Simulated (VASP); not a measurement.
Wanted: the native input for a VASP 6.6.1 run.

- Task: single point
- Functional: PBEsol
- Potentials or basis: VASP PAW PBE potentials, release 64 (Ti_sv)
- Cutoff: 520 eV
- k mesh: 10 × 10 × 10
- Occupations: gaussian, width 0.15 eV
- Spin: no spin polarisation
- Dipole correction: no
- Further INCAR settings: ALGO = Normal; EDIFF = 1e-06; NBANDS = 12

The structure of Ti lies in POSCAR:

```
Ti
1.0
    0.0000000000      2.0198500000      2.0300000000
    2.0401500000      0.0000000000      2.0300000000
    2.0401500000      2.0198500000      0.0000000000
Ti
1
Direct
    0.0000000000      0.0000000000      0.0000000000
```

This cell differs from its parent crystal: strain +0.0050 x Voigt [1, -1, 0, 0, 0, 0].

These files were run (other wordings do the same):

INCAR

```
SYSTEM = Ti
  ALGO = Normal
  EDIFF = 1E-6
  ENCUT = 520
  GGA = PS
  ISIF = 2
  ISMEAR = 0
  LASPH = .True.
  LCHARG = .False.
  LREAL = .False.
  LWAVE = .False.
  NBANDS = 12
  NELM = 60
  PREC = Accurate
  SIGMA = 0.15
```

KPOINTS

```
k-points
0
Gamma
  10 10 10
  0 0 0
```

Potentials or basis: VASP PAW PBE potentials, release 64 (Ti_sv).

The run is started by

```sh
$ cat potpaw_PBE.64/Ti_sv/POTCAR > POTCAR
$ mpirun -np 1 vasp_std > vasp.out
```

It gave:

```json
{
 "Pressure": "-0.6 GPa",
 "Band gap on the k mesh": "zero (band 6 reaches 9.36 eV, above the bottom of band 7 at 8.22 eV)"
}
```

Caveat: the cell differs from its parent crystal (strain +0.0050 x Voigt [1, -1, 0, 0, 0, 0]); the PAW data sets were made with another functional, which shifts forces and pressure a little.

Wall time 46 s on 1 thread of Intel Xeon 8259CL, with other jobs on the host, peak memory 0.16 GiB.
